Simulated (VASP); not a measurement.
# Mo2Ru3 (P-3m1) in VASP: single point with PBE

Aim: the single point of Mo2Ru3 with PBE.

All numbers are computed with VASP 6.6.1; they aren't measurements. Logs are shortened: lines on timing, memory, paths and dates and some standing lists are left out, and cuts for length are marked.

### 1 The cell of the first run

Symmetry: P-3m1, No. 164, trigonal system. Conventional cell: a = 2.760 Å, b = 2.760 Å, c = 22.141 Å, α = 90.00°, β = 90.00°, γ = 120.00°. Within 3.5 Å of Mo (site symmetry 3m) lie 3 Ru at 2.69 Å and 9 Mo at 2.76 to 2.95 Å. Within 3.6 Å of Mo (site symmetry 3m) lie 6 Ru at 2.71 to 2.72 Å and 6 Mo at 2.76 Å. Ru (site symmetry 3m) has 9 Ru at 2.70 to 2.76 Å and 3 Mo at 2.71 Å within 3.6 Å. Within 3.5 Å of Ru (site symmetry 3m) lie 3 Mo at 2.69 Å and 9 Ru at 2.70 to 2.76 Å. Within 3.5 Å of Ru (site symmetry 3m) lie 9 Ru at 2.68 to 2.76 Å and 3 Mo at 2.72 Å.

### 2 Single point, PBE

Input file INCAR:

```
SYSTEM = Mo2Ru3
PREC = Accurate
ENCUT = 520
EDIFF = 1E-6
ISMEAR = 0
SIGMA = 0.1
LREAL = .False.
LASPH = .True.
NELM = 60
ALGO = Fast
ISIF = 2
LWAVE = .False.
LCHARG = .False.
GGA = PE
NBANDS = 81
```

Input file KPOINTS:

```
regular mesh
0
Gamma
  18 18 2
  0 0 0
```

Input file POSCAR:

```
Mo2Ru3
1.0
    2.7599124768      0.0000000000      0.0000000000
   -1.3799562384      2.3901543171      0.0000000000
    0.0000000000      0.0000000000     22.1414918589
Mo Ru
4 6
Direct
    0.3333333333      0.6666666667      0.9440482039
    0.3333333333      0.6666666667      0.3514758069
    0.6666666667      0.3333333333      0.0559517961
    0.6666666667      0.3333333333      0.6485241931
    0.3333333333      0.6666666667      0.7478027091
    0.3333333333      0.6666666667      0.1536677201
    0.3333333333      0.6666666667      0.5487713584
    0.6666666667      0.3333333333      0.8463322799
    0.6666666667      0.3333333333      0.2521972909
    0.6666666667      0.3333333333      0.4512286416
```

Potentials or basis: VASP PAW PBE potentials, release 64 (Mo_sv, Ru_pv).

Command:

```bash
> cat potpaw_PBE.64/Mo_sv/POTCAR potpaw_PBE.64/Ru_pv/POTCAR > POTCAR
> mpirun -np 1 vasp_std > vasp.out
```

OUTCAR:

```text
SYSTEM = Mo2Ru3
   PREC = Accurate
   ENCUT = 520
   EDIFF = 1E-6
   ISMEAR = 0
   LREAL = .False.
   LASPH = .True.
   NELM = 60
   ISIF = 2
   GGA = PE

 ion  position               nearest neighbor table
   1  0.333  0.667  0.944-   8 2.69   8 2.69   8 2.69   3 2.95   3 2.95   3 2.95
   2  0.333  0.667  0.351-   9 2.71   9 2.71   9 2.71  10 2.72  10 2.72  10 2.72
   3  0.667  0.333  0.056-   6 2.69   6 2.69   6 2.69   1 2.95   1 2.95   1 2.95
   4  0.667  0.333  0.649-   5 2.71   5 2.71   5 2.71   7 2.72   7 2.72   7 2.72
   5  0.333  0.667  0.748-   8 2.70   8 2.70   8 2.70   4 2.71   4 2.71   4 2.71
   6  0.333  0.667  0.154-   3 2.69   3 2.69   3 2.69   9 2.70   9 2.70   9 2.70
   7  0.333  0.667  0.549-  10 2.68  10 2.68  10 2.68   4 2.72   4 2.72   4 2.72
   8  0.667  0.333  0.846-   1 2.69   1 2.69   1 2.69   5 2.70   5 2.70   5 2.70
   9  0.667  0.333  0.252-   6 2.70   6 2.70   6 2.70   2 2.71   2 2.71   2 2.71
  10  0.667  0.333  0.451-   7 2.68   7 2.68   7 2.68   2 2.72   2 2.72   2 2.72

  LATTYP: Found a hexagonal cell.
 ALAT       =     2.7599124768
 C/A-ratio  =     8.0225340640

  Lattice vectors:

 A1 = (   2.7599124768,   0.0000000000,   0.0000000000)
 A2 = (  -1.3799562384,   2.3901543171,   0.0000000000)
 A3 = (   0.0000000000,   0.0000000000,  22.1414918589)

Analysis of symmetry for initial positions (statically):
=====================================================================
 Subroutine PRICEL returns:
 Original cell was already a primitive cell.

 Routine SETGRP: Setting up the symmetry group for a
 hexagonal supercell.

 Subroutine GETGRP returns: Found 12 space group operations
 (whereof 12 operations were pure point group operations)
 out of a pool of 24 trial point group operations.

The static configuration has the point symmetry D_3d.

Analysis of symmetry for dynamics (positions and initial velocities):
=====================================================================
 Subroutine PRICEL returns:
 Original cell was already a primitive cell.

 Routine SETGRP: Setting up the symmetry group for a
 hexagonal supercell.

 Subroutine GETGRP returns: Found 12 space group operations
 (whereof 12 operations were pure point group operations)
 out of a pool of 24 trial point group operations.

The dynamic configuration has the point symmetry D_3d.

 Subroutine INISYM returns: Found 12 space group operations
 (whereof 12 operations are pure point group operations),
 and found     1 'primitive' translations

----------------------------------------------------------------------------------------

                                     Primitive cell

  volume of cell :     146.0589

  direct lattice vectors                    reciprocal lattice vectors
     2.759912477  0.000000000  0.000000000     0.362330331  0.209191514  0.000000000
    -1.379956238  2.390154317  0.000000000     0.000000000  0.418383028  0.000000000
     0.000000000  0.000000000 22.141491859     0.000000000  0.000000000  0.045164075

  length of vectors
     2.759912477  2.759912477 22.141491859     0.418383028  0.418383028  0.045164075

  position of ions in fractional coordinates (direct lattice)
     0.333333333  0.666666667  0.944048204
     0.333333333  0.666666667  0.351475807
     0.666666667  0.333333333  0.055951796
     0.666666667  0.333333333  0.648524193
     0.333333333  0.666666667  0.747802709
     0.333333333  0.666666667  0.153667720
     0.333333333  0.666666667  0.548771358
     0.666666667  0.333333333  0.846332280
     0.666666667  0.333333333  0.252197291
     0.666666667  0.333333333  0.451228642

  ion indices of the primitive-cell ions
   primitive index   ion index
                 1           1
                 2           2
                 3           3
                 4           4
                 5           5
                 6           6
                 7           7
                 8           8
                 9           9
                10          10

----------------------------------------------------------------------------------------

 KPOINTS: regular mesh

Automatic generation of k-mesh.
 Grid dimensions read from file:
 generate k-points for:   18   18    2

 Generating k-lattice:

  Cartesian coordinates                     Fractional coordinates (reciprocal lattice)
     0.020129463  0.011621751  0.000000000     0.055555556 -0.000000000  0.000000000
     0.000000000  0.023243502  0.000000000     0.000000000  0.055555556  0.000000000
     0.000000000  0.000000000  0.022582038     0.000000000  0.000000000  0.500000000

  Length of vectors
     0.023243502  0.023243502  0.022582038

  Shift w.r.t. Gamma in fractional coordinates (k-lattice)
     0.000000000  0.000000000  0.000000000

 Subroutine IBZKPT returns following result:
 ===========================================

 Found     74 irreducible k-points:

 Following reciprocal coordinates:
            Coordinates               Weight
  0.000000  0.000000  0.000000      1.000000
  0.055556 -0.000000  0.000000      6.000000
  0.111111 -0.000000  0.000000      6.000000
  0.166667  0.000000  0.000000      6.000000
  0.222222 -0.000000  0.000000      6.000000
  0.277778  0.000000  0.000000      6.000000
[... 16 lines left out ...]
  0.333333  0.111111  0.000000     12.000000
  0.388889  0.111111  0.000000     12.000000
 [... further k-points ...]
   k-points           NKPTS =     74   k-points in BZ     NKDIM =     74   number of bands    NBANDS=     81
   number of dos      NEDOS =    301   number of ions     NIONS =     10
   total plane-waves  NPLWV =  96768
   dimension x,y,z NGX =    24 NGY =   24 NGZ =  168
   dimension x,y,z NGXF=    48 NGYF=   48 NGZF=  336
   ions per type =               4   6
   NGX,Y,Z   is equivalent  to a cutoff of  14.46, 14.46, 12.61 a.u.
   NGXF,Y,Z  is equivalent  to a cutoff of  28.91, 28.91, 25.23 a.u.
 SYSTEM =  Mo2Ru3
   PREC   = accura    normal or accurate (medium, high low for compatibility)
   ISTART =      0    job   : 0-new  1-cont  2-samecut
   ICHARG =      2    charge: 1-file 2-atom 10-const
   ISPIN  =      1    spin polarized calculation?
   LNONCOLLINEAR =      F non collinear calculations
   LSORBIT =      F    spin-orbit coupling
   LASPH  =      T    aspherical Exc in radial PAW
   ENCUT  =  520.0 eV  38.22 Ry    6.18 a.u.   5.13  5.13 41.17*2*pi/ulx,y,z
   NELM   =     60;   NELMIN=  2; NELMDL= -5     # of ELM steps
   EDIFF  = 0.1E-05   stopping-criterion for ELM
   LREAL  =      F    real-space projection
   EDIFFG = 0.1E-04   stopping-criterion for IOM
   NSW    =      0    number of steps for IOM
   IBRION =     -1    ionic relax: 0-MD 1-quasi-New 2-CG
   NFREE  =      0    steps in history (QN), initial steepest desc. (CG)
   ISIF   =      2    stress and relaxation
   ISYM   =      2    0-nonsym 1-usesym 2-fastsym
   POTIM  = 0.5000    time-step for ionic-motion
   TEBEG  =    0.0;   TEEND  =   0.0 temperature during run
   PSTRESS=    0.0 pullay stress
   NELECT =     140.0000    total number of electrons
   NUPDOWN=      -1.0000    fix difference up-down
   EMIN   =  10.00;   EMAX   =-10.00  energy-range for DOS
   EFERMI =   0.00;   METHOD = LEGACY
   ISMEAR =     0;   SIGMA  =   0.10  broadening in eV -4-tet -1-fermi 0-gaus
   EFERMI_NEDOS =   21; number of points for ismear=-14 and -15
   IALGO  =     68    algorithm
   IMIX   =      4    mixing-type and parameters
     AMIX     =   0.40;   BMIX     =  1.00
     AMIX_MAG =   1.60;   BMIX_MAG =  1.00
  volume/ion in A,a.u.               =      14.61        98.57
  Fermi-wavevector in a.u.,A,eV,Ry     =   1.614141  3.050284 35.449315  2.605451
  Thomas-Fermi vector in A             =   2.709097
   LORBIT       =      0    0 simple, 1 ext, 2 COOP (PROOUT), +10 PAW based schemes
   GGA     = PE    functional components
   LHFCALC =     F    Hartree Fock is set to
   AEXX    =    0.0000 exact exchange contribution
   IVDW    =     0    specifies the selected vdW correction
   LEPSILON=     F    determine dielectric tensor
   LRPA    =     F    only Hartree local field effects (RPA)
 non-spin polarized calculation
 RMM-DIIS sequential band-by-band and
 Gauss-broadening in eV      SIGMA  =   0.10
  energy-cutoff  :      520.00
  volume of cell :      146.06
 maximum number of plane-waves:      3962
 NGX is ok and might be reduce to    24
   NGX = 11   NGY = 11   NGZ = 83

 number of electron     140.0000023 magnetization

 Free energy of the ion-electron system (eV)
  ---------------------------------------------------
  ext. energy  EPLUGINS =         0.00000000
  ---------------------------------------------------
  free energy    TOTEN  =       -98.42767820 eV

  energy without entropy =      -98.38343773  energy(sigma->0) =      -98.40555797

 E-fermi :  12.1865     XC(G=0): -13.7045

 val. band max:       12.1835996125   @ k =   0.4444  -0.0000   0.5000
 cond. band min:      12.1904558893   @ k =   0.1111  -0.0000   0.0000
 fundamental gap:      0.0068562769
 Fermi energy:        12.1864893216

 k-point     1 :       0.0000    0.0000    0.0000
  band No.  band energies     occupation
      1     -48.6078      2.00000
      2     -48.5822      2.00000
      3     -48.5822      2.00000
      4     -48.5383      2.00000
      5     -30.7639      2.00000
      6     -30.7433      2.00000
[... 73 lines left out ...]
     80      13.0085      0.00000
     81      13.7283      0.00000

 k-point     2 :       0.0556   -0.0000    0.0000
  band No.  band energies     occupation
      1     -48.6014      2.00000
      2     -48.5763      2.00000
      3     -48.5763      2.00000
      4     -48.5328      2.00000
      5     -30.7587      2.00000
      6     -30.7383      2.00000
[... 73 lines left out ...]
     80      12.6763      0.00000
     81      13.0103      0.00000
[... 1762 lines left out ...]
     80      14.4596      0.00000
     81      14.6394      0.00000

 k-point    24 :       0.3889    0.1111    0.0000
  band No.  band energies     occupation
      1     -48.3843      2.00000
      2     -48.3815      2.00000
      3     -48.3815      2.00000
      4     -48.3616      2.00000
      5     -30.8227      2.00000
      6     -30.8144      2.00000
[... 73 lines left out ...]
     80      14.9324      0.00000
     81      15.0429      0.00000

 [... further k-points ...]

------------------------ aborting loop because EDIFF is reached ----------------------------------------

  FORCE on cell =-STRESS in cart. coord.  units (eV):
  Direction    XX          YY          ZZ          XY          YZ          ZX
  --------------------------------------------------------------------------------------
  -------------------------------------------------------------------------------------
  Total        0.2066699      0.2066699      0.2078941      0.0000000      0.0000000      0.0000000
  in kB        2.2670431      2.2670431      2.2804717      0.0000000      0.0000000      0.0000000
  external PRESSURE =       2.2715193 kB  Pullay stress =       0.0000000 kB

 VOLUME and BASIS-vectors are now :
 -----------------------------------------------------------------------------
  energy-cutoff  :      520.00
  volume of cell :      146.06
      direct lattice vectors                 reciprocal lattice vectors
     2.759912477  0.000000000  0.000000000     0.362330331  0.209191514  0.000000000
    -1.379956238  2.390154317  0.000000000     0.000000000  0.418383028  0.000000000
     0.000000000  0.000000000 22.141491859     0.000000000  0.000000000  0.045164075

 POSITION                                       TOTAL-FORCE (eV/Angst)
 -----------------------------------------------------------------------------------
     -0.00000      1.59344     20.90264        -0.000000      0.000000      0.009406
     -0.00000      1.59344      7.78220        -0.000000      0.000000      0.008538
      1.37996      0.79672      1.23886         0.000000     -0.000000     -0.009406
      1.37996      0.79672     14.35929        -0.000000      0.000000     -0.008538
     -0.00000      1.59344     16.55747        -0.000000      0.000000      0.014010
     -0.00000      1.59344      3.40243        -0.000000      0.000000      0.013907
     -0.00000      1.59344     12.15062         0.000000      0.000000     -0.004990
      1.37996      0.79672     18.73906         0.000000     -0.000000     -0.013907
      1.37996      0.79672      5.58402        -0.000000     -0.000000     -0.014010
      1.37996      0.79672      9.99088         0.000000     -0.000000      0.004990
 -----------------------------------------------------------------------------------
    total drift:                               -0.000000      0.000000      0.000000

  FREE ENERGIE OF THE ION-ELECTRON SYSTEM (eV)
  ---------------------------------------------------
  free  energy   TOTEN  =       -98.4276782033 eV

  energy  without entropy=      -98.3834377337  energy(sigma->0) =      -98.40555797
```

Wall time 24 min (1 thread of AMD EPYC 9R45 (Zen 5), shared host); peak memory 0.7 GiB.

What came out:

* Free energy: -98.4277 eV
* Pressure: 0.2 GPa
* Largest force: 0.014 eV/Å
* Band gap on the k mesh: zero (bands 70 and 71 overlap by 2.40 eV)

Forces on the atoms (eV/Å):
```
Mo   0.000  0.000  0.009
Mo   0.000  0.000  0.009
Mo   0.000  0.000 -0.009
Mo   0.000  0.000 -0.009
Ru   0.000  0.000  0.014
Ru   0.000  0.000  0.014
Ru   0.000  0.000 -0.005
Ru   0.000  0.000 -0.014
Ru   0.000  0.000 -0.014
Ru   0.000  0.000  0.005
```
